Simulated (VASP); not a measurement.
Crystal: As.

```
CELL_PARAMETERS angstrom
2.97948 -0.10062 0.32377
-0.10062 2.58301 0.26188
0.32377 0.26188 2.54855
ATOMIC_POSITIONS crystal
As 0.50000 0.50000 0.50000
```

Program: VASP 6.6.1. Alike in all runs: task single point; potentials or basis VASP PAW PBE potentials, release 64 (As); no spin polarisation; cell as given; cutoff (eV) 520; smearing fermi-dirac 0.05 eV.

Question: Order these runs on this cell by their pressure, lowest first.
A. level PBE-based screened hybrid; k mesh 5 × 5 × 6; grid for exact exchange (PRECFOCK) Normal; share of exact exchange 0.1; screening parameter 0.2 1/Å
B. level PBE; k mesh 9 × 10 × 11
C. level PBE-based screened hybrid; k mesh 5 × 5 × 6; grid for exact exchange (PRECFOCK) Normal; share of exact exchange 0.25; screening parameter 0.2 1/Å

Answer: C (3.0 GPa), A (5.6 GPa), B (7.7 GPa).

Caveats: some runs use coarse meshes; the PAW data sets were made with another functional, which shifts forces and pressure a little (some runs).
